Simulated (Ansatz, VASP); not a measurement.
# Two plane-wave programs on Al3InAs4

```
CELL_PARAMETERS angstrom
5.77654 0.00000 0.00000
0.00000 5.77654 0.00000
0.00000 0.00000 5.77654
ATOMIC_POSITIONS crystal
Al 0.50000 0.00000 0.00000
Al 0.00000 0.00000 0.50000
Al 0.00000 0.50000 0.00000
In 0.50000 0.50000 0.50000
As 0.76092 0.23908 0.76092
As 0.76092 0.76092 0.23908
As 0.23908 0.23908 0.23908
As 0.23908 0.76092 0.76092
```

Alike in both runs: functional PBE; k mesh 6 × 6 × 6; occupations gaussian, width 0.02 eV; no spin polarisation.

Ansatz relaxed the structure, and its values are those at the end. VASP's run is a single point on that final structure, the one shown.

|  | VASP | Ansatz |
| --- | --- | --- |
| version | VASP 6.6.1 | Ansatz 0.2.0 |
| potentials or method | VASP PAW PBE potentials, release 64 (Al, In_d, As), cutoff 520 eV | scalar-relativistic, plane waves, PAW |
| valence electrons in the cell | 42 | 82 |

Ansatz gave:

| Item | Value |
| --- | --- |
| gap on the k mesh at the Fermi level (eV) | 1.37 |
| least direct gap on the mesh (eV) | 1.37 |
| pressure (GPa) | 2.0 |

**Question.** Estimate VASP's values.

**Answer.** gap on the k mesh at the Fermi level (eV): 1.38; least direct gap on the mesh (eV): 1.38; pressure (GPa): 2.2.

VASP's potentials hold 42 valence electrons a cell and Ansatz's 82, so a difference there can come from the potentials and not from the codes. Ansatz's warnings: stress scf threshold loose.
